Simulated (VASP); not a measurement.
# Al2Pt (I4/mmm) in VASP: notebook, part 2 of 2

VASP 6.6.1. The steps go on from the part before.

**3. Single point, r2SCAN**

This run uses another cell than the first one, of 17.37 Å³/atom.

The input, POSCAR:

```
Al2Pt
1.0
    0.0000000000      2.9550000000      2.9845500000
    2.9550000000      0.0000000000      2.9845500000
    2.9550000000      2.9550000000      0.0000000000
Al Pt
2 1
Direct
    0.2500000000      0.2500000000      0.2500000000
    0.7500000000      0.7500000000      0.7500000000
    0.0000000000      0.0000000000      0.0000000000
```

The input, INCAR.step1:

```
SYSTEM = Al2Pt
PREC = Accurate
ENCUT = 520
ISMEAR = -1
SIGMA = 0.1
LREAL = .FALSE.
LASPH = .TRUE.
NELM = 100
NBANDS = 15
GGA = PE
ALGO = Normal
EDIFF = 1E-4
LWAVE = .TRUE.
LCHARG = .FALSE.
```

The input, INCAR.step2:

```
SYSTEM = Al2Pt
PREC = Accurate
ENCUT = 520
EDIFF = 1E-7
ISMEAR = -1
SIGMA = 0.1
LREAL = .FALSE.
LASPH = .TRUE.
NELM = 100
ALGO = Normal
ISIF = 2
LWAVE = .FALSE.
LCHARG = .TRUE.
METAGGA = R2SCAN
LMIXTAU = .TRUE.
LELF = .TRUE.
LVHAR = .TRUE.
NBANDS = 15
ISTART = 1
```

The input, KPOINTS:

```
Automatic mesh
0
G
  10 10 10
  0 0 0
```

Potentials or basis: VASP PAW PBE potentials, release 64 (Al, Pt).

Run with:

```console
cat potpaw_PBE.64/Al/POTCAR potpaw_PBE.64/Pt/POTCAR > POTCAR
cp INCAR.step1 INCAR
mpirun -np 1 vasp_std > vasp.out
cp INCAR.step2 INCAR
mpirun -np 1 vasp_std > vasp.out
```

OUTCAR:

```text
SYSTEM = Al2Pt
   PREC = Accurate
   ENCUT = 520
   EDIFF = 1E-7
   ISMEAR = -1
   LREAL = .FALSE.
   LASPH = .TRUE.
   NELM = 100
   ISIF = 2
   METAGGA = R2SCAN
   ISTART = 1

 ion  position               nearest neighbor table
   1  0.250  0.250  0.250-   3 2.57   3 2.57   3 2.57   3 2.57   2 2.96   2 2.96   2 2.96   2 2.96
                             2 2.98   2 2.98
   2  0.750  0.750  0.750-   3 2.57   3 2.57   3 2.57   3 2.57   1 2.96   1 2.96   1 2.96   1 2.96
                             1 2.98   1 2.98
   3  0.000  0.000  0.000-   2 2.57   2 2.57   2 2.57   1 2.57   2 2.57   1 2.57   1 2.57   1 2.57

  LATTYP: Found a body centered tetragonal cell.
 ALAT       =     4.1790010768
 C/A-ratio  =     1.4283556980

  Lattice vectors:

 A1 = (  -2.9550000000,   0.0000000000,   2.9845500000)
 A2 = (   2.9550000000,   0.0000000000,   2.9845500000)
 A3 = (   0.0000000000,   2.9550000000,  -2.9845500000)

Analysis of symmetry for initial positions (statically):
=====================================================================
 Subroutine PRICEL returns:
 Original cell was already a primitive cell.

 Routine SETGRP: Setting up the symmetry group for a
 body centered tetragonal supercell.

 Subroutine GETGRP returns: Found 16 space group operations
 (whereof 16 operations were pure point group operations)
 out of a pool of 16 trial point group operations.

The static configuration has the point symmetry D_4h.

Analysis of symmetry for dynamics (positions and initial velocities):
=====================================================================
 Subroutine PRICEL returns:
 Original cell was already a primitive cell.

 Routine SETGRP: Setting up the symmetry group for a
 body centered tetragonal supercell.

 Subroutine GETGRP returns: Found 16 space group operations
 (whereof 16 operations were pure point group operations)
 out of a pool of 16 trial point group operations.

The dynamic configuration has the point symmetry D_4h.

 Subroutine INISYM returns: Found 16 space group operations
 (whereof 16 operations are pure point group operations),
 and found     1 'primitive' translations

----------------------------------------------------------------------------------------

                                     Primitive cell

  volume of cell :      52.1223

  direct lattice vectors                    reciprocal lattice vectors
     0.000000000  2.955000000  2.984550000    -0.169204738  0.169204738  0.167529443
     2.955000000  0.000000000  2.984550000     0.169204738 -0.169204738  0.167529443
     2.955000000  2.955000000  0.000000000     0.169204738  0.169204738 -0.167529443

  length of vectors
     4.199948060  4.199948060  4.179001077     0.292107174  0.292107174  0.292107174

  position of ions in fractional coordinates (direct lattice)
     0.250000000  0.250000000  0.250000000
     0.750000000  0.750000000  0.750000000
     0.000000000  0.000000000  0.000000000

  ion indices of the primitive-cell ions
   primitive index   ion index
                 1           1
                 2           2
                 3           3

----------------------------------------------------------------------------------------

 KPOINTS: Automatic mesh

Automatic generation of k-mesh.
 Grid dimensions read from file:
 generate k-points for:   10   10   10

 Generating k-lattice:

[... 45 lines left out ...]
   total plane-waves  NPLWV =  32768
   dimension x,y,z NGX =    32 NGY =   32 NGZ =   32
   dimension x,y,z NGXF=    64 NGYF=   64 NGZF=   64
   ions per type =               2   1
   NGX,Y,Z   is equivalent  to a cutoff of  12.67, 12.67, 12.73 a.u.
   NGXF,Y,Z  is equivalent  to a cutoff of  25.33, 25.33, 25.46 a.u.
 SYSTEM =  Al2Pt
   PREC   = accura    normal or accurate (medium, high low for compatibility)
   ISTART =      1    job   : 0-new  1-cont  2-samecut
   ICHARG =      0    charge: 1-file 2-atom 10-const
   ISPIN  =      1    spin polarized calculation?
   LNONCOLLINEAR =      F non collinear calculations
   LSORBIT =      F    spin-orbit coupling
   LASPH  =      T    aspherical Exc in radial PAW
   ENCUT  =  520.0 eV  38.22 Ry    6.18 a.u.   7.81  7.81  7.77*2*pi/ulx,y,z
   NELM   =    100;   NELMIN=  2; NELMDL=  0     # of ELM steps
   EDIFF  = 0.1E-06   stopping-criterion for ELM
   LREAL  =      F    real-space projection
   EDIFFG = 0.1E-05   stopping-criterion for IOM
   NSW    =      0    number of steps for IOM
   IBRION =     -1    ionic relax: 0-MD 1-quasi-New 2-CG
   NFREE  =      0    steps in history (QN), initial steepest desc. (CG)
   ISIF   =      2    stress and relaxation
   ISYM   =      2    0-nonsym 1-usesym 2-fastsym
   POTIM  = 0.5000    time-step for ionic-motion
   TEBEG  =    0.0;   TEEND  =   0.0 temperature during run
   PSTRESS=    0.0 pullay stress
   NELECT =      16.0000    total number of electrons
   NUPDOWN=      -1.0000    fix difference up-down
   EMIN   =  10.00;   EMAX   =-10.00  energy-range for DOS
   EFERMI =   0.00;   METHOD = LEGACY
   ISMEAR =    -1;   SIGMA  =   0.10  broadening in eV -4-tet -1-fermi 0-gaus
   EFERMI_NEDOS =   21; number of points for ismear=-14 and -15
   IALGO  =     38    algorithm
   IMIX   =      4    mixing-type and parameters
     AMIX     =   0.40;   BMIX     =  1.00
     AMIX_MAG =   1.60;   BMIX_MAG =  1.00
  volume/ion in A,a.u.               =      17.37       117.25
  Fermi-wavevector in a.u.,A,eV,Ry     =   1.104350  2.086920 16.593526  1.219590
  Thomas-Fermi vector in A             =   2.240822
   LORBIT       =      0    0 simple, 1 ext, 2 COOP (PROOUT), +10 PAW based schemes
   METAGGA = R2SCAN    functional components
   LHFCALC =     F    Hartree Fock is set to
   AEXX    =    0.0000 exact exchange contribution
   IVDW    =     0    specifies the selected vdW correction
   LEPSILON=     F    determine dielectric tensor
   LRPA    =     F    only Hartree local field effects (RPA)
 non-spin polarized calculation
  energy-cutoff  :      520.00
  volume of cell :       52.12
 maximum number of plane-waves:      1419
   NGX = 15   NGY = 15   NGZ = 15

 number of electron      16.0000000 magnetization

 Free energy of the ion-electron system (eV)
  ---------------------------------------------------
  ext. energy  EPLUGINS =         0.00000000
  ---------------------------------------------------
  free energy    TOTEN  =       -67.92527345 eV

  energy without entropy =      -67.88968460  energy(sigma->0) =      -67.90747902

 E-fermi :   7.6743     XC(G=0): -11.4138

 val. band max:        7.6612481620   @ k =  -0.2000   0.3000   0.2000
 cond. band min:       7.7555358796   @ k =   0.5000  -0.0000   0.2000
 fundamental gap:      0.0942877175
 Fermi energy:         7.6742820541

 k-point     1 :       0.0000    0.0000    0.0000
  band No.  band energies     occupation
      1      -2.9971      2.00000
      2       2.4028      2.00000
      3       2.4028      2.00000
      4       2.4179      2.00000
      5       3.7902      2.00000
      6       3.8334      2.00000
      7      11.2655      0.00000
      8      11.5861      0.00000
      9      11.6662      0.00000
     10      11.6662      0.00000
     11      13.3453      0.00000
     12      13.3453      0.00000
     13      13.5016      0.00000
     14      14.3337      0.00000
[... 401 lines left out ...]
      2       1.6043      2.00000
      3       2.7370      2.00000
      4       3.2374      2.00000
      5       3.4203      2.00000
      6       4.2146      2.00000
      7       5.1775      2.00000
      8       7.0105      1.99738
      9       7.0824      1.99464
     10      11.3456      0.00000
     11      11.9384      0.00000
     12      15.6719      0.00000
     13      16.6750      0.00000
     14      17.3081      0.00000
     15      18.0153      0.00000

 [... further k-points ...]

------------------------ aborting loop because EDIFF is reached ----------------------------------------

  FORCE on cell =-STRESS in cart. coord.  units (eV):
  Direction    XX          YY          ZZ          XY          YZ          ZX
  --------------------------------------------------------------------------------------
  -------------------------------------------------------------------------------------
  Total       -0.5761217     -0.5761217     -0.8181474      0.0000000      0.0000000     -0.0000000
  in kB      -17.7092848    -17.7092848    -25.1488610      0.0000000      0.0000000     -0.0000000
  external PRESSURE =     -20.1891435 kB  Pullay stress =       0.0000000 kB

 VOLUME and BASIS-vectors are now :
 -----------------------------------------------------------------------------
  energy-cutoff  :      520.00
  volume of cell :       52.12
      direct lattice vectors                 reciprocal lattice vectors
     0.000000000  2.955000000  2.984550000    -0.169204738  0.169204738  0.167529443
     2.955000000  0.000000000  2.984550000     0.169204738 -0.169204738  0.167529443
     2.955000000  2.955000000  0.000000000     0.169204738  0.169204738 -0.167529443

 POSITION                                       TOTAL-FORCE (eV/Angst)
 -----------------------------------------------------------------------------------
      1.47750      1.47750      1.49228        -0.000000     -0.000000      0.000000
      4.43250      4.43250      4.47682         0.000000      0.000000     -0.000000
      0.00000      0.00000      0.00000         0.000000      0.000000      0.000000
 -----------------------------------------------------------------------------------
    total drift:                                0.000000     -0.000000      0.000000

  FREE ENERGIE OF THE ION-ELECTRON SYSTEM (eV)
  ---------------------------------------------------
  free  energy   TOTEN  =       -67.9252734472 eV

  energy  without entropy=      -67.8896845981  energy(sigma->0) =      -67.90747902
```

Wall time 2.7 min (1 thread of AMD EPYC 9R45 (Zen 5), shared host); peak memory 0.21 GiB.

Results:

```
Free energy            : -67.9253 eV
Pressure               : -2.0 GPa
Band gap on the k mesh : zero (bands 8 and 9 overlap by 5.58 eV)
```

Caveat: the PAW data sets were made with another functional, which shifts forces and pressure a little; spin-orbit coupling is left out, which moves the levels of the heavy elements.

The gap in the log of VASP goes by the Fermi energy; the results here count the filled bands.